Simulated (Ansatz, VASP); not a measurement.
**Sn9Se7: VASP beside Ansatz**

```
Sn Se
1.0
     0.00000    6.02000    6.02000
     6.02000    0.00000    6.02000
     6.02000    6.02000    0.00000
Sn Se
9 7
Direct
  0.00000 0.00000 0.00000
  0.25000 0.25000 0.25000
  0.00000 0.00000 0.50000
  0.00000 0.50000 0.00000
  0.00000 0.50000 0.50000
  0.50000 0.00000 0.00000
  0.50000 0.00000 0.50000
  0.50000 0.50000 0.00000
  0.50000 0.50000 0.50000
  0.25000 0.25000 0.75000
  0.25000 0.75000 0.25000
  0.25000 0.75000 0.75000
  0.75000 0.25000 0.25000
  0.75000 0.25000 0.75000
  0.75000 0.75000 0.25000
  0.75000 0.75000 0.75000
```

Alike in both runs: functional PBEsol; k mesh 2 × 2 × 2; occupations fermi-dirac, width 0.02 eV; no spin polarisation.

Ansatz relaxed the structure, and its values are those at the end. VASP's run is a single point on that final structure, the one shown.

|  | VASP | Ansatz |
| --- | --- | --- |
| version | VASP 6.6.1 | Ansatz 0.2.0 |
| potentials or method | VASP PAW PBE potentials, release 64 (Sn_d, Se) | plane waves, PAW |
| plane-wave cutoff (eV) | 400 | 420 |
| valence electrons in the cell | 168 | 238 |

VASP gave:

| Property | Result |
| --- | --- |
| gap on the k mesh at the Fermi level (eV) | none |
| rms of the force components (eV/Å) | 0.005 |

Which values does Ansatz return?

gap on the k mesh at the Fermi level (eV): none; rms of the force components (eV/Å): 0.003.

VASP's potentials were made for PBE, not for PBEsol. A gap of «none» marks a metal or a gap that the smearing closes. VASP's potentials hold 168 valence electrons a cell and Ansatz's 238, so a difference there can come from the potentials and not from the codes.

The k mesh is coarse, so the values compare programs but aren't converged.
